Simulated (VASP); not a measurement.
# Li2SiN3 (P6/mmm) in VASP: single point with PBE

Aim: the single point of Li2SiN3 with PBE.

Everything below comes from runs of VASP 6.6.1. Logs are shortened: lines on timing, memory, paths and dates and some standing lists are left out, and cuts for length are marked.

### 1 The cell of the first run

The structure is hexagonal, space group P6/mmm (No. 191). The conventional cell has a = 3.739 Å, b = 3.739 Å, c = 3.804 Å, α = 90.00°, β = 90.00°, γ = 120.00°. Within 2.5 Å of Li (site symmetry -6m2) lie 5 N at 1.90 to 2.16 Å and 3 Li at 2.16 Å. Si (site symmetry 6/mmm) has 8 N at 1.90 to 2.16 Å within 2.5 Å. Within 2.5 Å of N (site symmetry -6m2) lie 2 Li at 1.90 Å and 3 N at 2.16 Å and 3 Si at 2.16 Å. N (site symmetry 6/mmm) has 2 Si at 1.90 Å and 6 Li at 2.16 Å within 2.5 Å.

### 2 Single point, PBE

POSCAR reads:

```
Li2SiN3
1.0
    3.7386349639      0.0000000000      0.0000000000
   -1.8693174820      3.2377528542      0.0000000000
    0.0000000000      0.0000000000      3.8043560970
Li Si N
2 1 3
Direct
    0.3333333333      0.6666666667      0.0000000000
    0.6666666667      0.3333333333      0.0000000000
    0.0000000000      0.0000000000      0.5000000000
    0.3333333333      0.6666666667      0.5000000000
    0.6666666667      0.3333333333      0.5000000000
    0.0000000000      0.0000000000      0.0000000000
```

INCAR.step1 reads:

```
PREC = Accurate ; ENCUT = 520
EDIFF = 1E-6 ; ISMEAR = 0
SIGMA = 0.1 ; LREAL = F
LASPH = T ; NELM = 100
ALGO = Normal ; ISIF = 2
LWAVE = F ; LCHARG = T
GGA = PE ; NBANDS = 22
```

KPOINTS.step1 reads:

```
Automatic mesh
0
Gamma
  12 12 10
```

INCAR.step2 reads:

```
PREC = Accurate ; ENCUT = 520
EDIFF = 1E-6 ; ISMEAR = -5
SIGMA = 0.1 ; LREAL = F
LASPH = T ; NELM = 100
ALGO = Normal ; ISIF = 2
LWAVE = F ; LCHARG = F
GGA = PE ; LORBIT = 11
NEDOS = 1001 ; ICHARG = 11
```

KPOINTS.step2 reads:

```
Automatic mesh
0
Gamma
  18 18 15
```

Potentials or basis: VASP PAW PBE potentials, release 64 (Li_sv, Si, N).

Run with:

```
> cat potpaw_PBE.64/Li_sv/POTCAR potpaw_PBE.64/Si/POTCAR potpaw_PBE.64/N/POTCAR > POTCAR
> cp INCAR.step1 INCAR
> cp KPOINTS.step1 KPOINTS
> mpirun -np 1 vasp_std > vasp.out
> cp INCAR.step2 INCAR
> cp KPOINTS.step2 KPOINTS
> mpirun -np 1 vasp_std > vasp.out
```

OUTCAR:

```text
PREC = Accurate
   ENCUT = 520
   EDIFF = 1E-6
   ISMEAR = -5
   LREAL = F
   LASPH = T
   NELM = 100
   ISIF = 2
   GGA = PE
   LORBIT = 11
   ICHARG = 11

 ion  position               nearest neighbor table
   1  0.333  0.667  0.000-   4 1.90   4 1.90   2 2.16   2 2.16   6 2.16   6 2.16   6 2.16   2 2.16

   2  0.667  0.333  0.000-   5 1.90   5 1.90   1 2.16   1 2.16   6 2.16   6 2.16   6 2.16   1 2.16

   3  0.000  0.000  0.500-   6 1.90   6 1.90   4 2.16   5 2.16   5 2.16   4 2.16   5 2.16   4 2.16

   4  0.333  0.667  0.500-   1 1.90   1 1.90   3 2.16   3 2.16   3 2.16
   5  0.667  0.333  0.500-   2 1.90   2 1.90   3 2.16   3 2.16   3 2.16
   6  0.000  0.000  0.000-   3 1.90   3 1.90   1 2.16   2 2.16   2 2.16   1 2.16   2 2.16   1 2.16

  LATTYP: Found a hexagonal cell.
 ALAT       =     3.7386349639
 C/A-ratio  =     1.0175789115

  Lattice vectors:

 A1 = (   3.7386349639,   0.0000000000,   0.0000000000)
 A2 = (  -1.8693174820,   3.2377528542,   0.0000000000)
 A3 = (   0.0000000000,   0.0000000000,   3.8043560970)

Analysis of symmetry for initial positions (statically):
=====================================================================
 Subroutine PRICEL returns:
 Original cell was already a primitive cell.

 Routine SETGRP: Setting up the symmetry group for a
 hexagonal supercell.

 Subroutine GETGRP returns: Found 24 space group operations
 (whereof 24 operations were pure point group operations)
 out of a pool of 24 trial point group operations.

The static configuration has the point symmetry D_6h.

Analysis of symmetry for dynamics (positions and initial velocities):
=====================================================================
 Subroutine PRICEL returns:
 Original cell was already a primitive cell.

 Routine SETGRP: Setting up the symmetry group for a
 hexagonal supercell.

 Subroutine GETGRP returns: Found 24 space group operations
 (whereof 24 operations were pure point group operations)
 out of a pool of 24 trial point group operations.

The dynamic configuration has the point symmetry D_6h.

 Subroutine INISYM returns: Found 24 space group operations
 (whereof 24 operations are pure point group operations),
 and found     1 'primitive' translations

----------------------------------------------------------------------------------------

                                     Primitive cell

[... 115 lines left out ...]
   ISMEAR =    -5;   SIGMA  =   0.10  broadening in eV -4-tet -1-fermi 0-gaus
   EFERMI_NEDOS =   21; number of points for ismear=-14 and -15
   IALGO  =     38    algorithm
   IMIX   =      4    mixing-type and parameters
     AMIX     =   0.40;   BMIX     =  1.00
     AMIX_MAG =   1.60;   BMIX_MAG =  1.00
  volume/ion in A,a.u.               =       7.68        51.79
  Fermi-wavevector in a.u.,A,eV,Ry     =   1.335495  2.523719 24.266621  1.783546
  Thomas-Fermi vector in A             =   2.464195
   LORBIT       =     11    0 simple, 1 ext, 2 COOP (PROOUT), +10 PAW based schemes
   GGA     = PE    functional components
   LHFCALC =     F    Hartree Fock is set to
   AEXX    =    0.0000 exact exchange contribution
   IVDW    =     0    specifies the selected vdW correction
   LEPSILON=     F    determine dielectric tensor
   LRPA    =     F    only Hartree local field effects (RPA)
 non-spin polarized calculation
 Fermi weights with tetrahedron method with Bloechl corrections
  energy-cutoff  :      520.00
  volume of cell :       46.05
 maximum number of plane-waves:      1254
 NGX is ok and might be reduce to    28

 number of electron      24.9999998 magnetization

 Free energy of the ion-electron system (eV)
  ---------------------------------------------------
  ext. energy  EPLUGINS =         0.00000000
  ---------------------------------------------------
  free energy    TOTEN  =       -31.44883478 eV

  energy without entropy =      -31.44883478  energy(sigma->0) =      -31.44883478

 E-fermi :   6.6779     XC(G=0): -11.6775

 val. band max:        6.7184664118   @ k =   0.2778   0.0000   0.2667
 cond. band min:       6.6611806415   @ k =   0.2778   0.1111   0.3333
 fundamental gap:     -0.0572857703
 Fermi energy:         6.6779237064

 k-point     1 :       0.0000    0.0000    0.0000
  band No.  band energies     occupation
      1     -37.6246      2.00000
      2     -37.3426      2.00000
      3     -10.7888      2.00000
      4      -6.1426      2.00000
      5      -3.5736      2.00000
      6      -0.1600      2.00000
[... 433 lines left out ...]
      3      -8.7623      2.00000
      4      -7.8227      2.00000
      5      -6.0255      2.00000
      6      -0.3351      2.00000
[... 8 lines left out ...]
     15      10.7210      0.00000
     16      15.8894      0.00000

 [... further k-points ...]

------------------------ aborting loop because EDIFF is reached ----------------------------------------

  FORCE on cell =-STRESS in cart. coord.  units (eV):
  Direction    XX          YY          ZZ          XY          YZ          ZX
  --------------------------------------------------------------------------------------
  -------------------------------------------------------------------------------------
  Total       -0.0176731     -0.0176731      0.0873046      0.0000000      0.0000000     -0.0000000
  in kB       -0.6148720     -0.6148720      3.0374546      0.0000000      0.0000000     -0.0000000
  external PRESSURE =       0.6025702 kB  Pullay stress =       0.0000000 kB

 VOLUME and BASIS-vectors are now :
 -----------------------------------------------------------------------------
  energy-cutoff  :      520.00
  volume of cell :       46.05
      direct lattice vectors                 reciprocal lattice vectors
     3.738634964  0.000000000  0.000000000     0.267477304  0.154428093  0.000000000
    -1.869317482  3.237752854  0.000000000     0.000000000  0.308856187  0.000000000
     0.000000000  0.000000000  3.804356097     0.000000000  0.000000000  0.262856571

 POSITION                                       TOTAL-FORCE (eV/Angst)
 -----------------------------------------------------------------------------------
     -0.00000      2.15850      0.00000        -0.000000      0.000000     -0.000000
      1.86932      1.07925      0.00000        -0.000000     -0.000000     -0.000000
      0.00000      0.00000      1.90218         0.000000      0.000000     -0.000000
     -0.00000      2.15850      1.90218         0.000000      0.000000      0.000000
      1.86932      1.07925      1.90218        -0.000000      0.000000     -0.000000
      0.00000      0.00000      0.00000         0.000000      0.000000     -0.000000
 -----------------------------------------------------------------------------------
    total drift:                                0.000000      0.000000     -0.000000

  FREE ENERGIE OF THE ION-ELECTRON SYSTEM (eV)
  ---------------------------------------------------
  free  energy   TOTEN  =       -31.4488347821 eV

  energy  without entropy=      -31.4488347821  energy(sigma->0) =      -31.44883478

 total charge

# of ion       s       p       d       tot
------------------------------------------
    1        2.043   0.105   0.000   2.148
    2        2.043   0.105   0.000   2.148
    3        0.630   0.709   0.000   1.339
    4        1.337   2.235   0.000   3.572
    5        1.337   2.235   0.000   3.572
    6        1.243   2.486   0.000   3.728
--------------------------------------------------
tot          8.632   7.875   0.000  16.507
```

OUTCAR.step1:

```text
PREC = Accurate
   ENCUT = 520
   EDIFF = 1E-6
   ISMEAR = 0
   LREAL = F
[... 841 lines left out ...]
      0.00000      0.00000      1.90218        -0.000000      0.000000      0.000000
     -0.00000      2.15850      1.90218        -0.000000      0.000000      0.000000
      1.86932      1.07925      1.90218        -0.000000      0.000000     -0.000000
      0.00000      0.00000      0.00000        -0.000000      0.000000      0.000000
 -----------------------------------------------------------------------------------
    total drift:                                0.000000      0.000000      0.000000

  FREE ENERGIE OF THE ION-ELECTRON SYSTEM (eV)
  ---------------------------------------------------
  free  energy   TOTEN  =       -31.4572274768 eV

  energy  without entropy=      -31.4378477553  energy(sigma->0) =      -31.44753762
```

Wall time 7.7 min (1 thread of AMD EPYC 7R13, shared host); peak memory 0.27 GiB.

Results:

```
Valence electrons inside the program's atomic spheres : Li 2.15; Si 1.34; N 3.57, 3.73 (each value once)
```

Caveat: the cutoff is under 1.25 times the usual one of these potentials, so pressure, stress and relaxed cells hold a basis-set (Pulay) error.
